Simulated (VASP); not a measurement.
Runs of VASP 6.6.1 on N. The structure is that of space group Pa-3 (No. 205), or close to it. The cells are those of the table. 

| level | potentials or basis | cell | k mesh | smearing | gap on the mesh (eV) | pressure (GPa) | largest force (eV/Å) |
| --- | --- | --- | --- | --- | --- | --- | --- |
| PBEsol | VASP PAW PBE potentials, release 64 (N) | a = 5.485 Å, 8 atoms | 5 × 5 × 5 | fermi-dirac 0.05 eV | (a) | 5.1 | 3.37 |
| LDA | VASP PAW LDA potentials, release 64 (N) | a = 5.561 Å, 8 atoms | 6 × 6 × 6 | gaussian 0.01 eV | 7.05 | -1.2 | 0.38 |
| PBEsol | VASP PAW PBE potentials, release 64 (N) | a = 5.561 Å, 8 atoms | 6 × 6 × 6 | gaussian 0.01 eV | 7.19 | 1.4 | 0.85 |
| PBEsol | VASP PAW PBE potentials, release 64 (N) | a = 5.670 Å, 8 atoms | 5 × 5 × 5 | fermi-dirac 0.05 eV | 7.05 | -2.9 | (b) |
| PBEsol | VASP PAW PBE potentials, release 64 (N) | a = 5.597 Å, 8 atoms | 5 × 5 × 5 | fermi-dirac 0.05 eV | 7.15 | -0.2 | 0.28 |

Alike in all rows: task single point; no spin polarisation; cutoff (eV) 520.

Problem. Fill in the values left out.

Solution. (a) 7.29; (b) 2.32.

Caveats: the standard files for N, O and F lose accuracy on very short bonds; the PAW data sets were made with another functional, which shifts forces and pressure a little (some runs).

A k mesh can miss the band edges.
